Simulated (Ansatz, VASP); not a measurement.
One calculation of Ga3Ir2, two programs

```xyz
5
Lattice="4.1130 0.0000 0.0000 -2.0565 3.5619 0.0000 0.0000 0.0000 5.4682" Properties=species:S:1:pos:R:3 pbc="T T T"
Ga    0.0000    0.0000    3.7248
Ga    0.0000    0.0000    1.7434
Ga    0.0000    0.0000    0.0000
Ir    0.0000    2.3746    2.7341
Ir    2.0565    1.1873    2.7341
```

Alike in both runs: task relaxation of cell and atoms; functional PBE; k mesh 6 × 6 × 4; occupations gaussian, width 0.1 eV; no spin polarisation.

```csv
,VASP,Ansatz
version,VASP 6.6.1,Ansatz 0.2.0
potentials or method,"VASP PAW PBE potentials, release 64 (Ga_d, Ir), cutoff 600 eV","scalar-relativistic, plane waves, PAW"
valence electrons in the cell,57,73
```

|  | VASP | Ansatz | Ansatz less VASP |
| --- | --- | --- | --- |
| gap on the k mesh at the Fermi level, each at its own relaxed structure (eV) | none | none | - |
| relaxed volume (Å³/atom) | 23.81 | 23.86 | +0.049 |
| relaxed length of the cell vector where the two differ most in proportion (Å) | 7.596 | 7.608 | +0.0116 |

A gap of «none» marks a metal or a gap that the smearing closes. VASP's potentials hold 57 valence electrons a cell and Ansatz's 73, so a difference there can come from the potentials and not from the codes.

Neither program's run includes spin-orbit coupling. Noted on VASP's run: the volume moved by over 15 % at a fixed basis, so the end points are rough.
